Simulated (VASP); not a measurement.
# BaTe: single point with PBE

BaTe:

```
Ba Te
1.0
     0.00000    3.46028    3.46028
     3.46028    0.00000    3.46028
     3.46028    3.46028    0.00000
Ba Te
1 1
Direct
  0.00000 0.00000 0.00000
  0.50000 0.50000 0.50000
```

| Item | Value |
| --- | --- |
| Program | VASP 6.6.1 |
| Task | single point |
| Functional | PBE |
| Potentials or basis | VASP PAW PBE potentials, release 64 (Ba_sv, Te) |
| Cutoff | 520 eV |
| k mesh | 6 × 6 × 6 |
| Occupations | gaussian, width 0.01 eV |
| Spin | no spin polarisation |

```yaml
Pressure: 2.4 GPa
Band_gap_on_the_k_mesh: 1.44 eV (least direct gap 1.82 eV)
```

Levels at points of the mesh, in eV from the valence-band top:
```tsv
k point	band 5	band 6	band 7	band 8	band 9	band 10	band 11	band 12
(0.00, 0.00, 0.00)	-9.62	0.00	0.00	0.00	2.90	2.90	2.90	3.05
(0.50, 0.00, 0.00)	-8.78	-2.33	-1.20	-1.20	4.24	4.84	4.96	4.96
(0.50, 0.50, 0.00)	-9.40	-1.14	-0.38	-0.38	1.44	4.48	4.80	5.75
```

Run time: 21 s on 1 thread of Intel Xeon 8259CL (shared host), peak memory 0.21 GiB.

Caveat: spin-orbit coupling is left out, which moves the levels of the heavy elements. A k mesh can miss the band edges.
